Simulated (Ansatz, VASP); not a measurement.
## EuS in VASP and in Ansatz

```xyz
2
Lattice="0.0000 3.0177 3.0177 3.0177 0.0000 3.0177 3.0177 3.0177 0.0000" Properties=species:S:1:pos:R:3 pbc="T T T"
Eu    0.0000    0.0000    0.0000
S     3.0177    3.0177    3.0177
```

Alike in both runs: task single point; functional BLYP; k mesh 8 × 8 × 8; occupations fermi-dirac, width 0.05 eV; collinear spin.

```csv
,VASP,Ansatz
version,VASP 6.6.1,Ansatz 0.2.0
potentials or method,"VASP PAW PBE potentials, release 64 (Eu, S)",Ansatz PAW
plane-wave cutoff (eV),600,420
valence electrons in the cell,23,23
```

```tsv
	VASP	Ansatz	Ansatz less VASP
gap on the k mesh at the Fermi level (eV)	none	none	-
pressure (GPa)	-1.1	-1.0	+0.09
net moment per atom (μB)	3.49	3.49	+0.001
size of the moment on the site where the two differ most (μB)	6.62	6.79	+0.168
```

VASP's potentials were made for PBE, not for BLYP. Site moments also hang on the region over which each program counts them. A gap of «none» marks a metal or a gap that the smearing closes.

Neither program's run includes spin-orbit coupling.
